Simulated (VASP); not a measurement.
# W (I4/mmm) in VASP: further runs, part 3 of 3

VASP 6.6.1.

### 6 Electric field gradients, PBE (zz strain of +1 %)

The input, INCAR:

```
ALGO     = Normal         # electronic algorithm
EDIFF    = 1E-8           # SCF threshold, eV
ENCUT    = 520            # plane-wave cutoff, eV
GGA      = PE             # functional
ISIF     = 2              # what is computed and relaxed
ISMEAR   = -1             # smearing method
LASPH    = True           # aspherical terms in the spheres
LCHARG   = False          # write CHGCAR
LEFG     = True         
LREAL    = False          # projectors in reciprocal space
LWAVE    = False          # write WAVECAR
NBANDS   = 13             # bands
NELM     = 100            # most SCF steps
PREC     = Accurate       # precision mode
SIGMA    = 0.05           # smearing width, eV
```

The input, KPOINTS:

```
k-points
0
Gamma
  14 14 14
```

The input, POSCAR:

```
W
1.0
    0.0000000000      2.0300000000      2.0503000000
    2.0300000000      0.0000000000      2.0503000000
    2.0300000000      2.0300000000      0.0000000000
W
1
Direct
    0.0000000000      0.0000000000      0.0000000000
```

Potentials or basis: VASP PAW PBE potentials, release 64 (W_sv).

Command:

```
$ cat potpaw_PBE.64/W_sv/POTCAR > POTCAR
$ mpirun -np 1 vasp_std > vasp.out
```

OUTCAR:

```text
EDIFF = 1E-8
   ENCUT = 520
   GGA = PE
   ISIF = 2
   ISMEAR = -1
   LASPH = True
   LREAL = False
   NELM = 100
   PREC = Accurate

 ion  position               nearest neighbor table
   1  0.000  0.000  0.000-

  LATTYP: Found a body centered tetragonal cell.
 ALAT       =     2.8708535316
 C/A-ratio  =     1.4283556980

  Lattice vectors:

 A1 = (  -2.0300000000,   0.0000000000,   2.0503000000)
 A2 = (   2.0300000000,   0.0000000000,   2.0503000000)
 A3 = (   0.0000000000,   2.0300000000,  -2.0503000000)

Analysis of symmetry for initial positions (statically):
=====================================================================
 Subroutine PRICEL returns:
 Original cell was already a primitive cell.

 Routine SETGRP: Setting up the symmetry group for a
 body centered tetragonal supercell.

 Subroutine GETGRP returns: Found 16 space group operations
 (whereof 16 operations were pure point group operations)
 out of a pool of 16 trial point group operations.

The static configuration has the point symmetry D_4h.

Analysis of symmetry for dynamics (positions and initial velocities):
=====================================================================
 Subroutine PRICEL returns:
 Original cell was already a primitive cell.

 Routine SETGRP: Setting up the symmetry group for a
 body centered tetragonal supercell.

 Subroutine GETGRP returns: Found 16 space group operations
 (whereof 16 operations were pure point group operations)
 out of a pool of 16 trial point group operations.

The dynamic configuration has the point symmetry D_4h.

[... 154 lines left out ...]
      2     -27.3121      2.00000
      3     -27.3018      2.00000
      4     -27.3018      2.00000
      5       1.2536      2.00000
      6       9.4853      1.99999
      7       9.6122      1.99984
      8       9.6122      1.99984
      9      12.4687      0.00000
     10      12.6600      0.00000
     11      22.8417      0.00000
     12      27.7051      0.00000
     13      28.0220      0.00000
[... 354 lines left out ...]
  band No.  band energies     occupation
      1     -63.5852      2.00000
      2     -27.8309      2.00000
      3     -27.4401      2.00000
      4     -27.4386      2.00000
      5       3.8899      2.00000
      6       7.8809      2.00000
      7       9.7008      1.99904
      8      10.7484      0.00000
      9      12.0080      0.00000
     10      13.6103      0.00000
     11      24.5351      0.00000
     12      27.3200      0.00000
     13      29.5342      0.00000

 [... further k-points ...]
[... 5 lines left out ...]
  --------------------------------------------------------------------------------------
  -------------------------------------------------------------------------------------
  Total       -0.8344418     -0.8344418     -0.5007739      0.0000000      0.0000000      0.0000000
  in kB      -79.1165176    -79.1165176    -47.4802307      0.0000000      0.0000000      0.0000000
  external PRESSURE =     -68.5710886 kB  Pullay stress =       0.0000000 kB

 VOLUME and BASIS-vectors are now :
 -----------------------------------------------------------------------------
  energy-cutoff  :      520.00
  volume of cell :       16.90
      direct lattice vectors                 reciprocal lattice vectors
     0.000000000  2.030000000  2.050300000    -0.246305419  0.246305419  0.243866751
     2.030000000  0.000000000  2.050300000     0.246305419 -0.246305419  0.243866751
     2.030000000  2.030000000  0.000000000     0.246305419  0.246305419 -0.243866751

 POSITION                                       TOTAL-FORCE (eV/Angst)
 -----------------------------------------------------------------------------------
      0.00000      0.00000      0.00000         0.000000      0.000000      0.000000
 -----------------------------------------------------------------------------------
    total drift:                               -0.000000      0.000000      0.000000

  FREE ENERGIE OF THE ION-ELECTRON SYSTEM (eV)
  ---------------------------------------------------
  free  energy   TOTEN  =       -12.4694523721 eV

  energy  without entropy=      -12.4586252867  energy(sigma->0) =      -12.46403883

 Electric field gradients (V/A^2)
---------------------------------------------------------------------
 ion       V_xx      V_yy      V_zz      V_xy      V_xz      V_yz
---------------------------------------------------------------------
   1       2.796     2.796    -5.592    -0.000    -0.000    -0.000
---------------------------------------------------------------------

 Electric field gradients after diagonalization (V/A^2)
 (convention: |V_zz| > |V_xx| > |V_yy|)
----------------------------------------------------------------------
 ion       V_xx      V_yy      V_zz     asymmetry (V_yy - V_xx)/ V_zz
----------------------------------------------------------------------
   1       2.796     2.795    -5.592       0.000
----------------------------------------------------------------------

           NMR quadrupolar parameters

 Cq : quadrupolar parameter    Cq=e*Q*V_zz/h
 eta: asymmetry parameters     (V_yy - V_xx)/ V_zz
 Q  : nuclear electric quadrupole moment in mb (millibarn)
----------------------------------------------------------------------
 ion       Cq(MHz)       eta       Q (mb)
----------------------------------------------------------------------
   1      -0.014       0.000       1.000
----------------------------------------------------------------------
```

OSZICAR:

```text
N       E                     dE             d eps       ncg     rms          rms(c)
DAV:   1     0.851784119585E+02    0.85178E+02   -0.74908E+03  6375   0.122E+03
DAV:   2    -0.113999378293E+02   -0.96578E+02   -0.92919E+02  7034   0.316E+02
DAV:   3    -0.131130967466E+02   -0.17132E+01   -0.17026E+01  7059   0.406E+01
DAV:   4    -0.131210137719E+02   -0.79170E-02   -0.79165E-02  7059   0.303E+00
DAV:   5    -0.131210857422E+02   -0.71970E-04   -0.71970E-04  7189   0.274E-01    0.180E+01
DAV:   6    -0.125990926747E+02    0.52199E+00   -0.46038E-01  6789   0.889E+00    0.677E+00
DAV:   7    -0.124737138028E+02    0.12538E+00   -0.21465E-01  7104   0.571E+00    0.632E-01
DAV:   8    -0.124695690315E+02    0.41448E-02   -0.41477E-03  6439   0.835E-01    0.922E-02
DAV:   9    -0.124694525266E+02    0.11650E-03   -0.15175E-04  7319   0.142E-01    0.356E-02
DAV:  10    -0.124694519222E+02    0.60438E-06   -0.12984E-05  6794   0.460E-02    0.265E-03
DAV:  11    -0.124694525211E+02   -0.59885E-06   -0.23870E-07  6749   0.595E-03    0.492E-04
DAV:  12    -0.124694523581E+02    0.16297E-06   -0.48515E-09  5172   0.916E-04    0.668E-05
DAV:  13    -0.124694523727E+02   -0.14620E-07   -0.47047E-10  3587   0.301E-04    0.305E-05
DAV:  14    -0.124694523721E+02    0.64279E-09   -0.79704E-11  3387   0.128E-04
   1 F= -.12469452E+02 E0= -.12464039E+02  d E =-.108271E-01
```

It took 16 s on 1 thread of Intel Xeon 6975P-C (Granite Rapids), shared host; peak memory 0.18 GiB.

What came out:

```yaml
Free_energy: -12.4695 eV
Pressure: -6.9 GPa
Band_gap_on_the_k_mesh: zero (band 7 reaches 13.05 eV, above the bottom of band 8 at 9.61 eV)
```

Stress tensor (GPa, compression positive):
```
-7.91  0.00  0.00
 0.00 -7.91  0.00
 0.00  0.00 -4.75
```

Levels at points of the mesh, in eV from the Fermi level:
| k point | band 4 | band 5 | band 6 | band 7 | band 8 | band 9 | band 10 | band 11 |
| --- | --- | --- | --- | --- | --- | --- | --- | --- |
| (0.00, 0.00, 0.00) | -37.38 | -8.83 | -0.60 | -0.47 | -0.47 | 2.39 | 2.58 | 12.76 |
| (0.50, 0.00, 0.00) | -37.52 | -5.44 | -0.79 | -0.65 | 0.56 | 4.81 | 4.89 | 9.87 |
| (0.50, 0.50, 0.00) | -37.75 | -5.28 | -4.31 | 2.77 | 4.83 | 5.54 | 5.54 | 11.60 |
| (0.50, 0.00, 0.50) | -37.77 | -5.27 | -4.34 | 2.96 | 4.81 | 5.47 | 5.62 | 11.38 |

Electric field gradients, principal values (V/Å²):
| atom | least | middle | greatest (by size) |
| --- | --- | --- | --- |
| 1 W | 2.795 | 2.796 | -5.592 |

Caveat: the cell differs from its parent crystal (zz strain of +1 %); without QUAD_EFG the Cq values of the log hold for a quadrupole moment of 1 mb, not for the nuclei; spin-orbit coupling is left out, which moves the levels of the heavy elements.

### 7 Electric field gradients, PBE (zz strain of +3 %)

The input, INCAR:

```
SYSTEM = W
PREC = Accurate
ENCUT = 520
EDIFF = 1E-8
ISMEAR = -1
SIGMA = 0.05
LREAL = .FALSE.
LASPH = .TRUE.
NELM = 60
ALGO = Normal
ISIF = 2
LWAVE = .FALSE.
LCHARG = .FALSE.
GGA = PE
LEFG = .TRUE.
NBANDS = 13
```

The input, KPOINTS:

```
Automatic mesh
0
G
  14 14 14
  0 0 0
```

The input, POSCAR:

```
W
1.0
    0.0000000000      2.0300000000      2.0909000000
    2.0300000000      0.0000000000      2.0909000000
    2.0300000000      2.0300000000      0.0000000000
W
1
Direct
    0.0000000000      0.0000000000      0.0000000000
```

Potentials or basis: VASP PAW PBE potentials, release 64 (W_sv).

Command:

```
$ cat potpaw_PBE.64/W_sv/POTCAR > POTCAR
$ mpirun -np 1 vasp_std > vasp.out
```

OUTCAR:

```text
SYSTEM = W
   PREC = Accurate
   ENCUT = 520
   EDIFF = 1E-8
   ISMEAR = -1
   LREAL = .FALSE.
   LASPH = .TRUE.
   NELM = 60
   ISIF = 2
   GGA = PE

 ion  position               nearest neighbor table
   1  0.000  0.000  0.000-

  LATTYP: Found a body centered tetragonal cell.
 ALAT       =     2.8708535316
 C/A-ratio  =     1.4566399692

  Lattice vectors:

 A1 = (  -2.0300000000,   0.0000000000,   2.0909000000)
 A2 = (   2.0300000000,   0.0000000000,   2.0909000000)
 A3 = (   0.0000000000,   2.0300000000,  -2.0909000000)

Analysis of symmetry for initial positions (statically):
=====================================================================
 Subroutine PRICEL returns:
 Original cell was already a primitive cell.

 Routine SETGRP: Setting up the symmetry group for a
 body centered tetragonal supercell.

 Subroutine GETGRP returns: Found 16 space group operations
 (whereof 16 operations were pure point group operations)
 out of a pool of 16 trial point group operations.

The static configuration has the point symmetry D_4h.

Analysis of symmetry for dynamics (positions and initial velocities):
=====================================================================
 Subroutine PRICEL returns:
 Original cell was already a primitive cell.

 Routine SETGRP: Setting up the symmetry group for a
 body centered tetragonal supercell.

 Subroutine GETGRP returns: Found 16 space group operations
 (whereof 16 operations were pure point group operations)
 out of a pool of 16 trial point group operations.

[... 152 lines left out ...]

 k-point     1 :       0.0000    0.0000    0.0000
  band No.  band energies     occupation
      1     -63.9448      2.00000
      2     -27.6510      2.00000
      3     -27.6211      2.00000
      4     -27.6211      2.00000
      5       1.0968      2.00000
      6       9.0841      2.00000
      7       9.4593      1.99921
      8       9.4593      1.99921
      9      11.9510      0.00000
     10      12.5122      0.00000
     11      22.5659      0.00000
     12      26.9397      0.00000
     13      27.8413      0.00000
[... 354 lines left out ...]
  band No.  band energies     occupation
      1     -63.8967      2.00000
      2     -28.1195      2.00000
      3     -27.7574      2.00000
      4     -27.7417      2.00000
      5       3.6470      2.00000
      6       7.6518      2.00000
      7       9.3390      1.99993
      8      10.5974      0.00000
      9      11.7139      0.00000
     10      13.3227      0.00000
     11      24.2075      0.00000
     12      26.7783      0.00000
     13      29.0629      0.00000

 [... further k-points ...]
[... 5 lines left out ...]
  --------------------------------------------------------------------------------------
  -------------------------------------------------------------------------------------
  Total       -1.5312499     -1.5312499     -0.7040269      0.0000000     -0.0000000      0.0000000
  in kB     -142.3643711   -142.3643711    -65.4552513      0.0000000     -0.0000000      0.0000000
  external PRESSURE =    -116.7279978 kB  Pullay stress =       0.0000000 kB

 VOLUME and BASIS-vectors are now :
 -----------------------------------------------------------------------------
  energy-cutoff  :      520.00
  volume of cell :       17.23
      direct lattice vectors                 reciprocal lattice vectors
     0.000000000  2.030000000  2.090900000    -0.246305419  0.246305419  0.239131474
     2.030000000  0.000000000  2.090900000     0.246305419 -0.246305419  0.239131474
     2.030000000  2.030000000  0.000000000     0.246305419  0.246305419 -0.239131474

 POSITION                                       TOTAL-FORCE (eV/Angst)
 -----------------------------------------------------------------------------------
      0.00000      0.00000      0.00000        -0.000000      0.000000      0.000000
 -----------------------------------------------------------------------------------
    total drift:                                0.000000      0.000000     -0.000000

  FREE ENERGIE OF THE ION-ELECTRON SYSTEM (eV)
  ---------------------------------------------------
  free  energy   TOTEN  =       -12.4581667895 eV

  energy  without entropy=      -12.4479250036  energy(sigma->0) =      -12.45304590

 Electric field gradients (V/A^2)
---------------------------------------------------------------------
 ion       V_xx      V_yy      V_zz      V_xy      V_xz      V_yz
---------------------------------------------------------------------
   1       7.803     7.803   -15.606    -0.001    -0.000    -0.000
---------------------------------------------------------------------

 Electric field gradients after diagonalization (V/A^2)
 (convention: |V_zz| > |V_xx| > |V_yy|)
----------------------------------------------------------------------
 ion       V_xx      V_yy      V_zz     asymmetry (V_yy - V_xx)/ V_zz
----------------------------------------------------------------------
   1       7.804     7.802   -15.606       0.000
----------------------------------------------------------------------

           NMR quadrupolar parameters

 Cq : quadrupolar parameter    Cq=e*Q*V_zz/h
 eta: asymmetry parameters     (V_yy - V_xx)/ V_zz
 Q  : nuclear electric quadrupole moment in mb (millibarn)
----------------------------------------------------------------------
 ion       Cq(MHz)       eta       Q (mb)
----------------------------------------------------------------------
   1      -0.038       0.000       1.000
----------------------------------------------------------------------
```

It took 16 s on 1 thread of Intel Xeon 6975P-C (Granite Rapids), shared host; peak memory 0.18 GiB.

Results:

```yaml
Free_energy: -12.4582 eV
Pressure: -11.7 GPa
Band_gap_on_the_k_mesh: zero (band 7 reaches 12.82 eV, above the bottom of band 8 at 9.46 eV)
```

Stress tensor (GPa, compression positive):
```
-14.24   0.00   0.00
  0.00 -14.24   0.00
  0.00   0.00  -6.55
```

Levels at points of the mesh, in eV from the Fermi level:
```csv
k point,band 4,band 5,band 6,band 7,band 8,band 9,band 10,band 11
"(0.00, 0.00, 0.00)",-37.47,-8.75,-0.77,-0.39,-0.39,2.10,2.66,12.71
"(0.50, 0.00, 0.00)",-37.58,-5.36,-0.93,-0.51,0.48,4.57,4.80,9.57
"(0.50, 0.50, 0.00)",-37.79,-5.20,-4.20,2.40,4.69,5.34,5.34,11.61
"(0.50, 0.00, 0.50)",-37.84,-5.16,-4.26,2.96,4.61,5.14,5.59,10.97
```

Electric field gradients, principal values (V/Å²):
```csv
atom,least,middle,greatest (by size)
1 W,7.802,7.804,-15.606
```

Caveat: the cell differs from its parent crystal (zz strain of +3 %); without QUAD_EFG the Cq values of the log hold for a quadrupole moment of 1 mb, not for the nuclei; spin-orbit coupling is left out, which moves the levels of the heavy elements.

### 8 Overview

```csv
cell,gap on the mesh (eV),pressure (GPa)
"a = 2.828, b = 2.828, c = 2.785 Å, angles 60.5, 60.5, 59.0°, 1 atom",none,14.4
"a = 2.857, b = 2.857, c = 2.842 Å, angles 60.2, 60.2, 59.7°, 1 atom",none,1.4
"a = 2.885, b = 2.885, c = 2.871 Å, angles 60.2, 60.2, 59.7°, 1 atom",none,-6.9
"a = 2.914, b = 2.914, c = 2.871 Å, angles 60.5, 60.5, 59.0°, 1 atom",none,-11.7
```

Alike in all rows: task electric field gradients; level PBE; potentials or basis VASP PAW PBE potentials, release 64 (W_sv); no spin polarisation; k mesh 14 × 14 × 14; cutoff (eV) 520; smearing fermi-dirac 0.05 eV.

Caveats: spin-orbit coupling is left out, which moves the levels of the heavy elements.

Total energies depend on the potentials used, so only differences within one code and one set of settings carry meaning.
